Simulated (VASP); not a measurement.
C: single point with PBEsol+D3(BJ)

C:

```xyz
4
Lattice="2.5783 0.0000 0.0000 -1.2891 2.2328 0.0000 0.0000 0.0000 6.2673" Properties=species:S:1:pos:R:3 pbc="T T T"
C     0.0000    0.0000    0.0157
C     0.0000    0.0000    3.1493
C     0.0000    1.4886    0.0157
C     1.2891    0.7443    3.1493
```

This cell differs from its parent crystal: volume 9.020 Å^3 an atom, c/a of the conventional cell 2.4308.

* Program: VASP 6.6.1
* Task: single point
* Functional: PBEsol
* Dispersion: D3(BJ)
* Potentials or basis: VASP PAW PBE potentials, release 64 (C)
* Cutoff: 520 eV
* k mesh: 21 × 21 × 8
* Occupations: gaussian, width 0.15 eV
* Spin: no spin polarisation
* Dipole correction: no
* Further INCAR settings: ALGO = Normal; EDIFF = 1e-06; NBANDS = 16

| Item | Value |
| --- | --- |
| Pressure | -34.5 GPa |
| Band gap on the k mesh | zero (band 8 reaches 4.41 eV, above the bottom of band 9 at 4.34 eV) |
| Dispersion energy per atom | -0.112 eV |

Stress tensor (GPa, compression positive):
```
-53.02   0.00   0.00
  0.00 -53.02   0.00
  0.00   0.00   2.42
```

Levels at points of the mesh, in eV from the Fermi level:
| k point | band 6 | band 7 | band 8 | band 9 | band 10 | band 11 |
| --- | --- | --- | --- | --- | --- | --- |
| (0.00, 0.00, 0.00) | -2.98 | -2.94 | -2.94 | 5.28 | 7.46 | 7.46 |
| (0.00, 0.00, 0.50) | -2.96 | -2.96 | -2.96 | 7.52 | 7.52 | 7.52 |

Wall time 44 s on 1 thread of Intel(R) Xeon(R) 6975P-C (Granite Rapids), on a shared host, peak memory 0.22 GiB.

Caveat: the PAW data sets were made with another functional, which shifts forces and pressure a little.
